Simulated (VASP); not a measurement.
Here is a VASP 6.6.1 calculation.

The input POSCAR:

```
LiH
1.0
    0.0000000000      1.9984726927      2.0692186260
    1.9984726927      0.0000000000      2.0692186260
    1.9984726927      1.9984726927      0.0000000000
Li H
1 1
Direct
    0.0000000000      0.0000000000      0.0000000000
    0.5000000000      0.5000000000      0.5000000000
```

Contents of INCAR.step1:

```
SYSTEM = LiH
  PREC = Accurate
  ENCUT = 520
  ISMEAR = 0
  SIGMA = 0.01
  LREAL = .FALSE.
  LASPH = .TRUE.
  NELM = 100
  NBANDS = 9
  GGA = PE
  ALGO = Normal
  EDIFF = 1E-4
  LWAVE = .TRUE.
  LCHARG = .FALSE.
```

The input INCAR.step2:

```
SYSTEM = LiH
  PREC = Accurate
  ENCUT = 520
  EDIFF = 1E-7
  ISMEAR = 0
  SIGMA = 0.01
  LREAL = .FALSE.
  LASPH = .TRUE.
  NELM = 100
  ALGO = Normal
  ISIF = 2
  LWAVE = .FALSE.
  LCHARG = .FALSE.
  METAGGA = R2SCAN
  LMIXTAU = .TRUE.
  NBANDS = 9
  ISTART = 1
```

File KPOINTS:

```
Automatic mesh
0
G
  10 10 10
  0 0 0
```

Potentials or basis: VASP PAW PBE potentials, release 64 (Li_sv, H).

The run is started by

```sh
$ cat potpaw_PBE.64/Li_sv/POTCAR potpaw_PBE.64/H/POTCAR > POTCAR
$ cp INCAR.step1 INCAR
$ mpirun -np 1 vasp_std > vasp.out
$ cp INCAR.step2 INCAR
$ mpirun -np 1 vasp_std > vasp.out
```

Question: What does it give for the band gap on the k mesh?

Answer: 3.20 eV, indirect (least direct gap 3.47 eV).

Caveat: the cell differs from its parent crystal (uniaxial z strain +3.5%). A k mesh can miss the band edges.
